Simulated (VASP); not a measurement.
Here is a VASP 6.6.1 calculation.

INCAR

```
SYSTEM = LiCl
PREC = Accurate ; ENCUT = 520
EDIFF = 1E-7 ; ISMEAR = 0
SIGMA = 0.05 ; LREAL = .FALSE.
LASPH = .TRUE. ; NELM = 80
ALGO = Normal ; ISIF = 2
LWAVE = .FALSE. ; LCHARG = .FALSE.
GGA = PE ; NBANDS = 12
```

Contents of KPOINTS:

```
Automatic mesh
0
G
  8 8 8
  0 0 0
```

Contents of POSCAR:

```
LiCl
1.0
    0.0000000000      2.5647600000      2.6929980000
    2.5647600000      0.0000000000      2.6929980000
    2.5647600000      2.5647600000      0.0000000000
Li Cl
1 1
Direct
    0.0000000000      0.0000000000      0.0000000000
    0.5000000000      0.5000000000      0.5000000000
```

Potentials or basis: VASP PAW PBE potentials, release 64 (Li_sv, Cl).

Command:

```console
$ cat potpaw_PBE.64/Li_sv/POTCAR potpaw_PBE.64/Cl/POTCAR > POTCAR
$ mpirun -np 1 vasp_std > vasp.out
```

What does it give for the band gap on the k mesh?

6.00 eV, direct.

Caveat: the cell differs from its parent crystal (strain +0.000 along x and y, +0.050 along z). A k mesh can miss the band edges.
